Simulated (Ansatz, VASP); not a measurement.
## Rh: VASP beside Ansatz

```
Rh
1.0
     0.00000    1.73173    2.25125
     1.73173    0.00000    2.25125
     1.73173    1.73173    0.00000
Rh
1
Direct
  0.00000 0.00000 0.00000
```

Alike in both runs: task single point; functional PBEsol; k mesh 30 × 30 × 30; occupations gaussian, width 0.15 eV; no spin polarisation.

|  | VASP | Ansatz |
| --- | --- | --- |
| version | VASP 6.6.1 | Ansatz 0.2.0 |
| potentials or method | VASP PAW PBE potentials, release 64 (Rh_pv), cutoff 520 eV | scalar-relativistic, plane waves, PAW |
| valence electrons in the cell | 15 | 17 |

Ansatz gave:

* gap on the k mesh at the Fermi level (eV): none
* pressure (GPa): 13.3
* traceless stress, the component that is largest in VASP (GPa): -38.45

Task: Estimate VASP's values.

Result: gap on the k mesh at the Fermi level (eV): none; pressure (GPa): 13.2; traceless stress, the component that is largest in VASP (GPa): -38.49.

VASP's potentials were made for PBE, not for PBEsol. A gap of «none» marks a metal or a gap that the smearing closes. VASP's potentials hold 15 valence electrons a cell and Ansatz's 17, so a difference there can come from the potentials and not from the codes.
